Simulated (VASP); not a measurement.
# Zr5Ge3 (P6_3/mcm) in VASP: single point with LDA

Aim: the single point of Zr5Ge3 with LDA.

Program: VASP 6.6.1. These are calculated values, not measurements. Logs are shortened: lines on timing, memory, paths and dates and some standing lists are left out, and cuts for length are marked.

### Step 1. The cell of the first run

The structure is hexagonal, space group P6_3/mcm (No. 193). The conventional cell has a = 7.951 Å, b = 7.951 Å, c = 5.511 Å, α = 90.00°, β = 90.00°, γ = 120.00°. Zr (site symmetry m2m) has 5 Ge at 2.72 to 2.96 Å and 10 Zr at 3.32 to 3.49 Å within 3.6 Å. Within 3.6 Å of Zr (site symmetry 32) lie 8 Zr at 2.76 to 3.32 Å and 6 Ge at 2.82 Å. Ge (site symmetry m2m) has 9 Zr at 2.72 to 2.96 Å and 2 Ge at 3.28 Å within 3.6 Å.

### Step 2. Single point, LDA

INCAR reads:

```
SYSTEM = Zr5Ge3
PREC = Accurate
ENCUT = 520
EDIFF = 1E-6
ISMEAR = 0
SIGMA = 0.1
LREAL = Auto
LASPH = .True.
NELM = 100
ALGO = Normal
ISIF = 2
LWAVE = .False.
LCHARG = .False.
GGA = CA
NBANDS = 116
```

KPOINTS reads:

```
regular mesh
0
Gamma
  6 6 6
  0 0 0
```

POSCAR reads:

```
Zr5Ge3
1.0
    7.9509315072      0.0000000000      0.0000000000
   -3.9754657536      6.8857086690      0.0000000000
    0.0000000000      0.0000000000      5.5109197338
Zr Ge
10 6
Direct
    0.0000000000      0.7464213710      0.7500000000
    0.0000000000      0.2535786290      0.2500000000
    0.7464213710      0.7464213710      0.2500000000
    0.7464213710      0.0000000000      0.7500000000
    0.2535786290      0.2535786290      0.7500000000
    0.2535786290      0.0000000000      0.2500000000
    0.3333333333      0.6666666667      0.5000000000
    0.6666666667      0.3333333333      0.0000000000
    0.6666666667      0.3333333333      0.5000000000
    0.3333333333      0.6666666667      0.0000000000
    0.3883453233      0.0000000000      0.7500000000
    0.3883453233      0.3883453233      0.2500000000
    0.0000000000      0.6116546767      0.2500000000
    0.0000000000      0.3883453233      0.7500000000
    0.6116546767      0.6116546767      0.7500000000
    0.6116546767      0.0000000000      0.2500000000
```

Potentials or basis: VASP PAW LDA potentials, release 64 (Zr_sv, Ge_d).

Started as:

```console
$ cat potpaw_LDA.64/Zr_sv/POTCAR potpaw_LDA.64/Ge_d/POTCAR > POTCAR
$ mpirun -np 1 vasp_std > vasp.out
```

OUTCAR:

```text
SYSTEM = Zr5Ge3
   PREC = Accurate
   ENCUT = 520
   EDIFF = 1E-6
   ISMEAR = 0
   LREAL = Auto
   LASPH = .True.
   NELM = 100
   ISIF = 2
   GGA = CA

 ion  position               nearest neighbor table
   1  0.000  0.746  0.750-  15 2.72  11 2.72  14 2.85  13 2.96  13 2.96  10 3.32   7 3.32   8 3.32
                             9 3.32   3 3.41   3 3.41   6 3.41   6 3.41   4 3.49   5 3.49
   2  0.000  0.254  0.250-  12 2.72  16 2.72  13 2.85  14 2.96  14 2.96   9 3.32   8 3.32  10 3.32
                             7 3.32   5 3.41   5 3.41   4 3.41   4 3.41   6 3.49   3 3.49
   3  0.746  0.746  0.250-  13 2.72  16 2.72  12 2.85  15 2.96  15 2.96  10 3.32   7 3.32   8 3.32
                             9 3.32   1 3.41   1 3.41   4 3.41   4 3.41   6 3.49   2 3.49
   4  0.746  0.000  0.750-  14 2.72  15 2.72  11 2.85  16 2.96  16 2.96   9 3.32   8 3.32  10 3.32
                             7 3.32   3 3.41   2 3.41   3 3.41   2 3.41   1 3.49   5 3.49
   5  0.254  0.254  0.750-  14 2.72  11 2.72  15 2.85  12 2.96  12 2.96   9 3.32   8 3.32  10 3.32
                             7 3.32   2 3.41   2 3.41   6 3.41   6 3.41   4 3.49   1 3.49
   6  0.254  0.000  0.250-  12 2.72  13 2.72  16 2.85  11 2.96  11 2.96  10 3.32   7 3.32   8 3.32
                             9 3.32   5 3.41   1 3.41   5 3.41   1 3.41   2 3.49   3 3.49
   7  0.333  0.667  0.500-  10 2.76  10 2.76  13 2.82  11 2.82  14 2.82  16 2.82  15 2.82  12 2.82
                             1 3.32   6 3.32   4 3.32   2 3.32   3 3.32   5 3.32
   8  0.667  0.333  0.000-   9 2.76   9 2.76  14 2.82  16 2.82  13 2.82  11 2.82  12 2.82  15 2.82
                             2 3.32   4 3.32   6 3.32   1 3.32   5 3.32   3 3.32
   9  0.667  0.333  0.500-   8 2.76   8 2.76  14 2.82  16 2.82  13 2.82  11 2.82  12 2.82  15 2.82
                             2 3.32   4 3.32   6 3.32   1 3.32   5 3.32   3 3.32
  10  0.333  0.667  0.000-   7 2.76   7 2.76  13 2.82  11 2.82  14 2.82  16 2.82  15 2.82  12 2.82
                             1 3.32   6 3.32   4 3.32   2 3.32   3 3.32   5 3.32
  11  0.388  0.000  0.750-   1 2.72   5 2.72   7 2.82  10 2.82   9 2.82   8 2.82   4 2.85   6 2.96
                             6 2.96
  12  0.388  0.388  0.250-   2 2.72   6 2.72   8 2.82   9 2.82   7 2.82  10 2.82   3 2.85   5 2.96
                             5 2.96
  13  0.000  0.612  0.250-   3 2.72   6 2.72   7 2.82  10 2.82   9 2.82   8 2.82   2 2.85   1 2.96
                             1 2.96
  14  0.000  0.388  0.750-   5 2.72   4 2.72   8 2.82   9 2.82   7 2.82  10 2.82   1 2.85   2 2.96
                             2 2.96
  15  0.612  0.612  0.750-   1 2.72   4 2.72   7 2.82  10 2.82   9 2.82   8 2.82   5 2.85   3 2.96
                             3 2.96
  16  0.612  0.000  0.250-   2 2.72   3 2.72   8 2.82   9 2.82   7 2.82  10 2.82   6 2.85   4 2.96
                             4 2.96

  LATTYP: Found a hexagonal cell.
 ALAT       =     7.9509315072
 C/A-ratio  =     0.6931162379

  Lattice vectors:

 A1 = (   7.9509315072,   0.0000000000,   0.0000000000)
 A2 = (  -3.9754657536,   6.8857086690,   0.0000000000)
 A3 = (   0.0000000000,   0.0000000000,   5.5109197338)

Analysis of symmetry for initial positions (statically):
=====================================================================
 Subroutine PRICEL returns:
 Original cell was already a primitive cell.

 Routine SETGRP: Setting up the symmetry group for a
 hexagonal supercell.

 Subroutine GETGRP returns: Found 24 space group operations
 (whereof 12 operations were pure point group operations)
 out of a pool of 24 trial point group operations.

The static configuration has the point symmetry D_3d.
 The point group associated with its full space group is D_6h.

Analysis of symmetry for dynamics (positions and initial velocities):
=====================================================================
 Subroutine PRICEL returns:
 Original cell was already a primitive cell.

 Routine SETGRP: Setting up the symmetry group for a
 hexagonal supercell.

 Subroutine GETGRP returns: Found 24 space group operations
 (whereof 12 operations were pure point group operations)
 out of a pool of 24 trial point group operations.

The dynamic configuration has the point symmetry D_3d.
 The point group associated with its full space group is D_6h.

 Subroutine INISYM returns: Found 24 space group operations
 (whereof 12 operations are pure point group operations),
 and found     1 'primitive' translations

----------------------------------------------------------------------------------------

                                     Primitive cell

  volume of cell :     301.7107

  direct lattice vectors                    reciprocal lattice vectors
     7.950931507  0.000000000  0.000000000     0.125771427  0.072614167  0.000000000
[... 54 lines left out ...]
     0.020961904  0.012102361  0.000000000     0.166666667  0.000000000  0.000000000
     0.000000000  0.024204722  0.000000000     0.000000000  0.166666667  0.000000000
     0.000000000  0.000000000  0.030242986     0.000000000  0.000000000  0.166666667

  Length of vectors
     0.024204722  0.024204722  0.030242986

  Shift w.r.t. Gamma in fractional coordinates (k-lattice)
     0.000000000  0.000000000  0.000000000

 Subroutine IBZKPT returns following result:
 ===========================================

 Found     28 irreducible k-points:

 Following reciprocal coordinates:
            Coordinates               Weight
  0.000000  0.000000  0.000000      1.000000
  0.166667 -0.000000  0.000000      6.000000
  0.333333 -0.000000  0.000000      6.000000
  0.500000 -0.000000  0.000000      3.000000
  0.166667  0.166667  0.000000      6.000000
  0.333333  0.166667  0.000000     12.000000
[... 16 lines left out ...]
  0.166667 -0.000000  0.500000      6.000000
  0.333333 -0.000000  0.500000      6.000000
 [... further k-points ...]
   k-points           NKPTS =     28   k-points in BZ     NKDIM =     28   number of bands    NBANDS=    116
   number of dos      NEDOS =    301   number of ions     NIONS =     16
   total plane-waves  NPLWV = 151200
   dimension x,y,z NGX =    60 NGY =   60 NGZ =   42
   dimension x,y,z NGXF=   120 NGYF=  120 NGZF=   84
   ions per type =              10   6
   NGX,Y,Z   is equivalent  to a cutoff of  12.55, 12.55, 12.67 a.u.
   NGXF,Y,Z  is equivalent  to a cutoff of  25.09, 25.09, 25.34 a.u.
 SYSTEM =  Zr5Ge3
   PREC   = accura    normal or accurate (medium, high low for compatibility)
   ISTART =      0    job   : 0-new  1-cont  2-samecut
   ICHARG =      2    charge: 1-file 2-atom 10-const
   ISPIN  =      1    spin polarized calculation?
   LNONCOLLINEAR =      F non collinear calculations
   LSORBIT =      F    spin-orbit coupling
   LASPH  =      T    aspherical Exc in radial PAW
   ENCUT  =  520.0 eV  38.22 Ry    6.18 a.u.  14.78 14.78 10.25*2*pi/ulx,y,z
   NELM   =    100;   NELMIN=  2; NELMDL= -5     # of ELM steps
   EDIFF  = 0.1E-05   stopping-criterion for ELM
   LREAL  =      T    real-space projection
   EDIFFG = 0.1E-04   stopping-criterion for IOM
   NSW    =      0    number of steps for IOM
[... 5 lines left out ...]
   TEBEG  =    0.0;   TEEND  =   0.0 temperature during run
   PSTRESS=    0.0 pullay stress
   NELECT =     204.0000    total number of electrons
   NUPDOWN=      -1.0000    fix difference up-down
   EMIN   =  10.00;   EMAX   =-10.00  energy-range for DOS
   EFERMI =   0.00;   METHOD = LEGACY
   ISMEAR =     0;   SIGMA  =   0.10  broadening in eV -4-tet -1-fermi 0-gaus
   EFERMI_NEDOS =   21; number of points for ismear=-14 and -15
   IALGO  =     38    algorithm
   IMIX   =      4    mixing-type and parameters
     AMIX     =   0.40;   BMIX     =  1.00
     AMIX_MAG =   1.60;   BMIX_MAG =  1.00
  volume/ion in A,a.u.               =      18.86       127.25
  Fermi-wavevector in a.u.,A,eV,Ry     =   1.436883  2.715315 28.091021  2.064632
  Thomas-Fermi vector in A             =   2.556022
   LORBIT       =      0    0 simple, 1 ext, 2 COOP (PROOUT), +10 PAW based schemes
   GGA     = CA    functional components
   LHFCALC =     F    Hartree Fock is set to
   AEXX    =    0.0000 exact exchange contribution
   IVDW    =     0    specifies the selected vdW correction
   LEPSILON=     F    determine dielectric tensor
   LRPA    =     F    only Hartree local field effects (RPA)
 non-spin polarized calculation
 Gauss-broadening in eV      SIGMA  =   0.10
  energy-cutoff  :      520.00
  volume of cell :      301.71
 maximum number of plane-waves:      8157
 NGX is ok and might be reduce to    60
   NGX = 29   NGY = 29   NGZ = 21

 number of electron     204.0000026 magnetization

 Free energy of the ion-electron system (eV)
  ---------------------------------------------------
  ext. energy  EPLUGINS =         0.00000000
  ---------------------------------------------------
  free energy    TOTEN  =      -138.29070478 eV

  energy without entropy =     -138.25479266  energy(sigma->0) =     -138.27274872

 E-fermi :   9.3823     XC(G=0): -12.0204

 val. band max:        9.3655702325   @ k =   0.3333   0.3333   0.0000
 cond. band min:       9.4056432206   @ k =   0.1667   0.1667   0.0000
 fundamental gap:      0.0400729881
 Fermi energy:         9.3822850604

 k-point     1 :       0.0000    0.0000    0.0000
  band No.  band energies     occupation
      1     -39.1689      2.00000
      2     -39.1412      2.00000
      3     -39.1412      2.00000
      4     -39.1200      2.00000
      5     -39.1189      2.00000
      6     -39.1189      2.00000
[... 2797 lines left out ...]
    113      11.1717      0.00000
    114      11.1718      0.00000

 [... further k-points ...]

 [bands above 114 left out]

------------------------ aborting loop because EDIFF is reached ----------------------------------------

  FORCE on cell =-STRESS in cart. coord.  units (eV):
  Direction    XX          YY          ZZ          XY          YZ          ZX
  --------------------------------------------------------------------------------------
  -------------------------------------------------------------------------------------
  Total        0.6495809      0.6495809      0.5636507      0.0000000      0.0000000      0.0000000
  in kB        3.4494755      3.4494755      2.9931596      0.0000000      0.0000000      0.0000000
  external PRESSURE =       3.2973702 kB  Pullay stress =       0.0000000 kB

 VOLUME and BASIS-vectors are now :
 -----------------------------------------------------------------------------
  energy-cutoff  :      520.00
  volume of cell :      301.71
      direct lattice vectors                 reciprocal lattice vectors
     7.950931507  0.000000000  0.000000000     0.125771427  0.072614167  0.000000000
    -3.975465754  6.885708669  0.000000000     0.000000000  0.145228334  0.000000000
     0.000000000  0.000000000  5.510919734     0.000000000  0.000000000  0.181457914

 POSITION                                       TOTAL-FORCE (eV/Angst)
 -----------------------------------------------------------------------------------
     -2.96737      5.13964      4.13319        -0.004083      0.007072      0.000000
     -1.00809      1.74607      1.37773         0.004083     -0.007072     -0.000000
      2.96737      5.13964      1.37773         0.004083      0.007072      0.000000
      5.93475      0.00000      4.13319         0.008166      0.000000     -0.000000
      1.00809      1.74607      4.13319        -0.004083     -0.007072     -0.000000
      2.01619      0.00000      1.37773        -0.008166      0.000000      0.000000
[... 8 lines left out ...]
      2.43161      4.21168      4.13319        -0.001585     -0.002744      0.000000
      4.86322      0.00000      1.37773        -0.003169      0.000000     -0.000000
 -----------------------------------------------------------------------------------
    total drift:                                0.000000      0.000000      0.000000

  FREE ENERGIE OF THE ION-ELECTRON SYSTEM (eV)
  ---------------------------------------------------
  free  energy   TOTEN  =      -138.2907047809 eV

  energy  without entropy=     -138.2547926570  energy(sigma->0) =     -138.27274872
```

Run time: 66 min. Hardware: 1 thread of AMD EPYC, shared host; peak memory 0.67 GiB.

What came out:

- Free energy: -138.2907 eV
- Pressure: 0.3 GPa
- Largest force: 0.008 eV/Å
- Band gap on the k mesh: zero (band 102 reaches 9.87 eV, above the bottom of band 103 at 9.10 eV)

Forces on the atoms (eV/Å):
```
Zr  -0.004  0.007  0.000
Zr   0.004 -0.007  0.000
Zr   0.004  0.007  0.000
Zr   0.008  0.000  0.000
Zr  -0.004 -0.007  0.000
Zr  -0.008  0.000  0.000
Zr   0.000  0.000  0.000
Zr   0.000  0.000  0.000
Zr   0.000  0.000  0.000
Zr   0.000  0.000  0.000
Ge   0.003  0.000  0.000
Ge   0.002  0.003  0.000
Ge   0.002 -0.003  0.000
Ge  -0.002  0.003  0.000
Ge  -0.002 -0.003  0.000
Ge  -0.003  0.000  0.000
```

Levels at points of the mesh, in eV from the Fermi level:
| k point | band 98 | band 99 | band 100 | band 101 | band 102 | band 103 | band 104 | band 105 | band 106 | band 107 |
| --- | --- | --- | --- | --- | --- | --- | --- | --- | --- | --- |
| (0.00, 0.00, 0.00) | -1.02 | -0.87 | -0.82 | -0.82 | -0.59 | 0.44 | 0.44 | 0.49 | 0.51 | 0.51 |
| (0.50, 0.00, 0.00) | -1.00 | -0.95 | -0.93 | -0.72 | -0.47 | -0.27 | 0.13 | 0.64 | 0.77 | 0.79 |
| (0.00, 0.00, 0.50) | -0.98 | -0.98 | -0.98 | 0.49 | 0.49 | 0.49 | 0.49 | 0.51 | 0.51 | 0.85 |
| (0.50, 0.00, 0.50) | -0.81 | -0.54 | -0.54 | -0.22 | -0.22 | 0.69 | 0.69 | 0.73 | 0.73 | 0.78 |
